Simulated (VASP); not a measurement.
# LiCl (P6_3/mmc) in VASP: notebook

Runs on LiCl. Level: PBE. Tasks: single point, relaxation of cell and atoms.

Everything below comes from runs of VASP 6.6.1. Logs are shortened: lines on timing, memory, paths and dates and some standing lists are left out, and cuts for length are marked.

## 1. The cell of the first run

It takes space group P6_3/mmc (No. 194, hexagonal). Conventional cell: a = 3.571 Å, b = 3.571 Å, c = 6.541 Å, α = 90.00°, β = 90.00°, γ = 120.00°. Within 3.5 Å of Li (site symmetry -6m2) lie 6 Cl at 2.63 Å. Cl (site symmetry -3m) has 6 Li at 2.63 Å and 2 Cl at 3.27 Å within 3.5 Å.

## 2. Single point, PBE

The input, INCAR:

```
SYSTEM = LiCl
ALGO = Normal
EDIFF = 1E-7
ENCUT = 520
GGA = PE
ISIF = 2
ISMEAR = 0
LASPH = .True.
LCHARG = .True.
LELF = .True.
LREAL = .False.
LVHAR = .True.
LWAVE = .False.
NBANDS = 18
NELM = 100
PREC = Accurate
SIGMA = 0.02
```

The input, KPOINTS:

```
k-points
0
Gamma
  9 9 6
  0 0 0
```

The input, POSCAR:

```
LiCl
1.0
    3.5710792964      0.0000000000      0.0000000000
   -1.7855396482      3.0926453896      0.0000000000
    0.0000000000      0.0000000000      6.5414479549
Li Cl
2 2
Direct
    0.0000000000      0.0000000000      0.0000000000
    0.3333333333      0.6666666667      0.5000000000
    0.6666666667      0.3333333333      0.2500000000
    0.6666666667      0.3333333333      0.7500000000
```

Potentials or basis: VASP PAW PBE potentials, release 64 (Li_sv, Cl).

Run with:

```console
$ cat potpaw_PBE.64/Li_sv/POTCAR potpaw_PBE.64/Cl/POTCAR > POTCAR
$ mpirun -np 1 vasp_std > vasp.out
```

OUTCAR:

```text
SYSTEM = LiCl
   EDIFF = 1E-7
   ENCUT = 520
   GGA = PE
   ISIF = 2
   ISMEAR = 0
   LASPH = .True.
   LREAL = .False.
   NELM = 100
   PREC = Accurate

 ion  position               nearest neighbor table
   1  0.000  0.000  0.000-   3 2.63   4 2.63   3 2.63   4 2.63   3 2.63   4 2.63
   2  0.333  0.667  0.500-   3 2.63   4 2.63   3 2.63   4 2.63   3 2.63   4 2.63
   3  0.667  0.333  0.250-   2 2.63   1 2.63   2 2.63   1 2.63   1 2.63   2 2.63
   4  0.667  0.333  0.750-   2 2.63   1 2.63   2 2.63   1 2.63   1 2.63   2 2.63

  LATTYP: Found a hexagonal cell.
 ALAT       =     3.5710792964
 C/A-ratio  =     1.8317845704

  Lattice vectors:

 A1 = (   3.5710792964,   0.0000000000,   0.0000000000)
 A2 = (  -1.7855396482,   3.0926453896,   0.0000000000)
 A3 = (   0.0000000000,   0.0000000000,   6.5414479549)

Analysis of symmetry for initial positions (statically):
=====================================================================
 Subroutine PRICEL returns:
 Original cell was already a primitive cell.

 Routine SETGRP: Setting up the symmetry group for a
 hexagonal supercell.

 Subroutine GETGRP returns: Found 24 space group operations
 (whereof 12 operations were pure point group operations)
 out of a pool of 24 trial point group operations.

The static configuration has the point symmetry D_3h.
 The point group associated with its full space group is D_6h.

Analysis of symmetry for dynamics (positions and initial velocities):
=====================================================================
 Subroutine PRICEL returns:
 Original cell was already a primitive cell.

 Routine SETGRP: Setting up the symmetry group for a
 hexagonal supercell.

 Subroutine GETGRP returns: Found 24 space group operations
 (whereof 12 operations were pure point group operations)
 out of a pool of 24 trial point group operations.

The dynamic configuration has the point symmetry D_3h.
 The point group associated with its full space group is D_6h.

 Subroutine INISYM returns: Found 24 space group operations
 (whereof 12 operations are pure point group operations),
 and found     1 'primitive' translations

----------------------------------------------------------------------------------------

                                     Primitive cell

  volume of cell :      72.2443

  direct lattice vectors                    reciprocal lattice vectors
     3.571079296  0.000000000  0.000000000     0.280027386  0.161673887  0.000000000
    -1.785539648  3.092645390  0.000000000     0.000000000  0.323347773  0.000000000
     0.000000000  0.000000000  6.541447955     0.000000000  0.000000000  0.152871353

  length of vectors
     3.571079296  3.571079296  6.541447955     0.323347773  0.323347773  0.152871353

  position of ions in fractional coordinates (direct lattice)
     0.000000000  0.000000000  0.000000000
     0.333333333  0.666666667  0.500000000
     0.666666667  0.333333333  0.250000000
     0.666666667  0.333333333  0.750000000

  ion indices of the primitive-cell ions
   primitive index   ion index
                 1           1
                 2           2
                 3           3
                 4           4

----------------------------------------------------------------------------------------

 KPOINTS: k-points

Automatic generation of k-mesh.
 Grid dimensions read from file:
 generate k-points for:    9    9    6

 Generating k-lattice:

  Cartesian coordinates                     Fractional coordinates (reciprocal lattice)
     0.031114154  0.017963765  0.000000000     0.111111111  0.000000000  0.000000000
     0.000000000  0.035927530  0.000000000     0.000000000  0.111111111  0.000000000
     0.000000000  0.000000000  0.025478559     0.000000000  0.000000000  0.166666667

  Length of vectors
     0.035927530  0.035927530  0.025478559

  Shift w.r.t. Gamma in fractional coordinates (k-lattice)
     0.000000000  0.000000000  0.000000000

 Subroutine IBZKPT returns following result:
 ===========================================

 Found     48 irreducible k-points:

 Following reciprocal coordinates:
            Coordinates               Weight
  0.000000  0.000000  0.000000      1.000000
  0.111111  0.000000  0.000000      6.000000
  0.222222  0.000000  0.000000      6.000000
  0.333333  0.000000  0.000000      6.000000
  0.444444  0.000000  0.000000      6.000000
  0.111111  0.111111  0.000000      6.000000
[... 16 lines left out ...]
  0.333333  0.222222  0.166667     24.000000
  0.333333  0.333333  0.166667      4.000000
 [... further k-points ...]
   k-points           NKPTS =     48   k-points in BZ     NKDIM =     48   number of bands    NBANDS=     18
   number of dos      NEDOS =    301   number of ions     NIONS =      4
   total plane-waves  NPLWV =  39200
   dimension x,y,z NGX =    28 NGY =   28 NGZ =   50
   dimension x,y,z NGXF=    56 NGYF=   56 NGZF=  100
   ions per type =               2   2
   NGX,Y,Z   is equivalent  to a cutoff of  13.03, 13.03, 12.71 a.u.
   NGXF,Y,Z  is equivalent  to a cutoff of  26.07, 26.07, 25.41 a.u.
 SYSTEM =  LiCl
   PREC   = accura    normal or accurate (medium, high low for compatibility)
   ISTART =      0    job   : 0-new  1-cont  2-samecut
   ICHARG =      2    charge: 1-file 2-atom 10-const
   ISPIN  =      1    spin polarized calculation?
   LNONCOLLINEAR =      F non collinear calculations
   LSORBIT =      F    spin-orbit coupling
   LASPH  =      T    aspherical Exc in radial PAW
   ENCUT  =  520.0 eV  38.22 Ry    6.18 a.u.   6.64  6.64 12.16*2*pi/ulx,y,z
   NELM   =    100;   NELMIN=  2; NELMDL= -5     # of ELM steps
   EDIFF  = 0.1E-06   stopping-criterion for ELM
   LREAL  =      F    real-space projection
   EDIFFG = 0.1E-05   stopping-criterion for IOM
   NSW    =      0    number of steps for IOM
   IBRION =     -1    ionic relax: 0-MD 1-quasi-New 2-CG
   NFREE  =      0    steps in history (QN), initial steepest desc. (CG)
   ISIF   =      2    stress and relaxation
   ISYM   =      2    0-nonsym 1-usesym 2-fastsym
   POTIM  = 0.5000    time-step for ionic-motion
   TEBEG  =    0.0;   TEEND  =   0.0 temperature during run
   PSTRESS=    0.0 pullay stress
   NELECT =      20.0000    total number of electrons
   NUPDOWN=      -1.0000    fix difference up-down
   EMIN   =  10.00;   EMAX   =-10.00  energy-range for DOS
   EFERMI =   0.00;   METHOD = LEGACY
   ISMEAR =     0;   SIGMA  =   0.02  broadening in eV -4-tet -1-fermi 0-gaus
   EFERMI_NEDOS =   21; number of points for ismear=-14 and -15
   IALGO  =     38    algorithm
   IMIX   =      4    mixing-type and parameters
     AMIX     =   0.40;   BMIX     =  1.00
     AMIX_MAG =   1.60;   BMIX_MAG =  1.00
  volume/ion in A,a.u.               =      18.06       121.88
  Fermi-wavevector in a.u.,A,eV,Ry     =   1.066965  2.016272 15.489078  1.138415
  Thomas-Fermi vector in A             =   2.202567
   LORBIT       =      0    0 simple, 1 ext, 2 COOP (PROOUT), +10 PAW based schemes
   GGA     = PE    functional components
   LHFCALC =     F    Hartree Fock is set to
   AEXX    =    0.0000 exact exchange contribution
   IVDW    =     0    specifies the selected vdW correction
   LEPSILON=     F    determine dielectric tensor
   LRPA    =     F    only Hartree local field effects (RPA)
 non-spin polarized calculation
 Gauss-broadening in eV      SIGMA  =   0.02
  energy-cutoff  :      520.00
  volume of cell :       72.24
 maximum number of plane-waves:      1986
 NGX is ok and might be reduce to    28

 number of electron      19.9999984 magnetization

 Free energy of the ion-electron system (eV)
  ---------------------------------------------------
  ext. energy  EPLUGINS =         0.00000000
  ---------------------------------------------------
  free energy    TOTEN  =       -14.36118051 eV

  energy without entropy =      -14.36118051  energy(sigma->0) =      -14.36118051

 E-fermi :   0.9835     XC(G=0):  -8.3933

 val. band max:        0.7605879745   @ k =   0.3333   0.3333   0.0000
 cond. band min:       5.9170105160   @ k =   0.0000   0.0000   0.0000
 fundamental gap:      5.1564225416
 Fermi energy:         0.9835039303

 k-point     1 :       0.0000    0.0000    0.0000
  band No.  band energies     occupation
      1     -43.6151      2.00000
      2     -43.6140      2.00000
      3     -13.0432      2.00000
      4     -12.5585      2.00000
      5      -2.7302      2.00000
      6       0.1688      2.00000
[... 10 lines left out ...]
     17      13.1373      0.00000
     18      13.1382      0.00000

 k-point     2 :       0.1111    0.0000    0.0000
  band No.  band energies     occupation
      1     -43.6149      2.00000
      2     -43.6138      2.00000
      3     -12.9928      2.00000
      4     -12.5068      2.00000
      5      -2.6718      2.00000
      6      -0.2403      2.00000
[... 10 lines left out ...]
     17      12.2413      0.00000
     18      12.4103      0.00000

 k-point     3 :       0.2222    0.0000    0.0000
  band No.  band energies     occupation
      1     -43.6142      2.00000
      2     -43.6133      2.00000
      3     -12.8602      2.00000
      4     -12.3709      2.00000
      5      -2.5164      2.00000
      6      -1.1071      2.00000
[... 10 lines left out ...]
     17      11.3545      0.00000
     18      12.2525      0.00000

 k-point     4 :       0.3333    0.0000    0.0000
  band No.  band energies     occupation
      1     -43.6135      2.00000
      2     -43.6128      2.00000
      3     -12.6997      2.00000
      4     -12.2068      2.00000
      5      -2.3368      2.00000
      6      -1.9126      2.00000
[... 10 lines left out ...]
     17      12.1404      0.00000
     18      13.0272      0.00000

 k-point     5 :       0.4444    0.0000    0.0000
  band No.  band energies     occupation
      1     -43.6129      2.00000
      2     -43.6125      2.00000
      3     -12.5886      2.00000
      4     -12.0936      2.00000
      5      -2.4629      2.00000
      6      -2.1263      2.00000
[... 10 lines left out ...]
     17      12.7340      0.00000
     18      13.2893      0.00000

 k-point     6 :       0.1111    0.1111    0.0000
  band No.  band energies     occupation
      1     -43.6144      2.00000
      2     -43.6134      2.00000
      3     -12.9012      2.00000
      4     -12.4128      2.00000
      5      -2.5642      2.00000
      6      -0.8297      2.00000
[... 10 lines left out ...]
     17      11.3215      0.00000
     18      12.1792      0.00000

 k-point     7 :       0.2222    0.1111    0.0000
  band No.  band energies     occupation
      1     -43.6137      2.00000
      2     -43.6129      2.00000
      3     -12.7535      2.00000
      4     -12.2618      2.00000
      5      -2.3878      2.00000
      6      -1.5840      2.00000
[... 10 lines left out ...]
     17      11.2450      0.00000
     18      12.7752      0.00000

 k-point     8 :       0.3333    0.1111    0.0000
  band No.  band energies     occupation
      1     -43.6130      2.00000
      2     -43.6126      2.00000
      3     -12.6156      2.00000
      4     -12.1212      2.00000
      5      -2.2836      2.00000
      6      -2.1066      2.00000
[... 10 lines left out ...]
     17      12.3631      0.00000
     18      13.2759      0.00000
[... 229 lines left out ...]
     17      11.4443      0.00000
     18      12.5378      0.00000

 k-point    20 :       0.3333    0.1111    0.1667
  band No.  band energies     occupation
      1     -43.6130      2.00000
      2     -43.6126      2.00000
      3     -12.5856      2.00000
      4     -12.1580      2.00000
      5      -2.1958      2.00000
      6      -2.0078      2.00000
[... 10 lines left out ...]
     17      12.2830      0.00000
     18      13.0074      0.00000

 k-point    21 :       0.4444    0.1111    0.1667
  band No.  band energies     occupation
      1     -43.6127      2.00000
      2     -43.6125      2.00000
      3     -12.5287      2.00000
      4     -12.1002      2.00000
      5      -2.3929      2.00000
      6      -1.9566      2.00000
[... 10 lines left out ...]
     17      12.9400      0.00000
     18      13.1439      0.00000

 k-point    22 :       0.2222    0.2222    0.1667
  band No.  band energies     occupation
      1     -43.6131      2.00000
      2     -43.6126      2.00000
      3     -12.5965      2.00000
      4     -12.1692      2.00000
      5      -2.0734      2.00000
      6      -1.9343      2.00000
[... 10 lines left out ...]
     17      11.5071      0.00000
     18      12.5968      0.00000

 k-point    23 :       0.3333    0.2222    0.1667
  band No.  band energies     occupation
      1     -43.6126      2.00000
      2     -43.6124      2.00000
      3     -12.5098      2.00000
      4     -12.0814      2.00000
      5      -2.1383      2.00000
      6      -1.9431      2.00000
[... 10 lines left out ...]
     17      11.9414      0.00000
     18      13.1146      0.00000

 k-point    24 :       0.3333    0.3333    0.1667
  band No.  band energies     occupation
      1     -43.6124      2.00000
      2     -43.6124      2.00000
      3     -12.4794      2.00000
      4     -12.0508      2.00000
      5      -1.9119      2.00000
      6      -1.8033      2.00000
[... 10 lines left out ...]
     17      11.2325      0.00000
     18      13.6271      0.00000

 [... further k-points ...]

------------------------ aborting loop because EDIFF is reached ----------------------------------------

  FORCE on cell =-STRESS in cart. coord.  units (eV):
  Direction    XX          YY          ZZ          XY          YZ          ZX
  --------------------------------------------------------------------------------------
  -------------------------------------------------------------------------------------
  Total       -0.0542159     -0.0542159     -0.0319517      0.0000000     -0.0000000      0.0000000
  in kB       -1.2023589     -1.2023589     -0.7086007      0.0000000     -0.0000000      0.0000000
  external PRESSURE =      -1.0377728 kB  Pullay stress =       0.0000000 kB

 VOLUME and BASIS-vectors are now :
 -----------------------------------------------------------------------------
  energy-cutoff  :      520.00
  volume of cell :       72.24
      direct lattice vectors                 reciprocal lattice vectors
     3.571079296  0.000000000  0.000000000     0.280027386  0.161673887  0.000000000
    -1.785539648  3.092645390  0.000000000     0.000000000  0.323347773  0.000000000
     0.000000000  0.000000000  6.541447955     0.000000000  0.000000000  0.152871353

 POSITION                                       TOTAL-FORCE (eV/Angst)
 -----------------------------------------------------------------------------------
      0.00000      0.00000      0.00000        -0.000000      0.000000     -0.000000
     -0.00000      2.06176      3.27072         0.000000      0.000000     -0.000000
      1.78554      1.03088      1.63536        -0.000000      0.000000      0.000000
      1.78554      1.03088      4.90609         0.000000      0.000000      0.000000
 -----------------------------------------------------------------------------------
    total drift:                                0.000001     -0.000001      0.000000

  FREE ENERGIE OF THE ION-ELECTRON SYSTEM (eV)
  ---------------------------------------------------
  free  energy   TOTEN  =       -14.3611805131 eV

  energy  without entropy=      -14.3611805131  energy(sigma->0) =      -14.36118051
```

Run time: 1.7 min. Hardware: 1 thread of Oxide Virtual Turin-like, shared host; peak memory 0.17 GiB.

What came out:

```
Free energy            : -14.3612 eV
Band gap on the k mesh : 5.16 eV, indirect (least direct gap 5.32 eV)
```

Caveat: the cutoff is under 1.25 times the usual one of these potentials, so pressure, stress and relaxed cells hold a basis-set (Pulay) error. PBE gaps usually lie below the measured ones, often by a third to a half.

## 3. Single point, PBE

This run uses another cell than the first one: it holds 8 atoms, not 4.

The input, INCAR:

```
SYSTEM = LiCl
  ALGO = Normal
  EDIFF = 1E-6
  ENCUT = 520
  GGA = PE
  ISIF = 2
  ISMEAR = 0
  LASPH = .True.
  LCHARG = .False.
  LREAL = .False.
  LWAVE = .False.
  NBANDS = 30
  NELM = 60
  PREC = Accurate
  SIGMA = 0.02
```

The input, KPOINTS:

```
k-points
0
Gamma
  9 9 3
  0 0 0
```

The input, POSCAR:

```
LiCl
1.0
    3.6043445235      0.0000000000      0.0000000000
   -1.8021722618      3.1214539214      0.0000000000
    0.0000000000      0.0000000000     12.5071192777
Li Cl
4 4
Direct
    0.0000000000      0.0000000000      0.0000000000
    0.3333333333      0.6666666667      0.2500000000
    0.0000000000      0.0000000000      0.5000000000
    0.6666666667      0.3333333333      0.7500000000
    0.6666666667      0.3333333333      0.1194715161
    0.6666666667      0.3333333333      0.3805284839
    0.3333333333      0.6666666667      0.6194715161
    0.3333333333      0.6666666667      0.8805284839
```

Potentials or basis: VASP PAW PBE potentials, release 64 (Li_sv, Cl).

Run with:

```console
$ cat potpaw_PBE.64/Li_sv/POTCAR potpaw_PBE.64/Cl/POTCAR > POTCAR
$ mpirun -np 1 vasp_std > vasp.out
```

It took 2.4 min on 1 thread of Oxide Virtual Turin-like, shared host; peak memory 0.24 GiB.

The run converged. Its results:

```
Free energy            : -29.1309 eV
Band gap on the k mesh : 5.72 eV, direct
```

Levels at points of the mesh, in eV from the valence-band top:
| k point | band 17 | band 18 | band 19 | band 20 | band 21 | band 22 | band 23 | band 24 |
| --- | --- | --- | --- | --- | --- | --- | --- | --- |
| (0.00, 0.00, 0.00) | -0.12 | -0.12 | 0.00 | 0.00 | 5.72 | 6.45 | 7.10 | 7.12 |

Caveat: the cutoff is under 1.25 times the usual one of these potentials, so pressure, stress and relaxed cells hold a basis-set (Pulay) error.

[end of part 1 of 2]
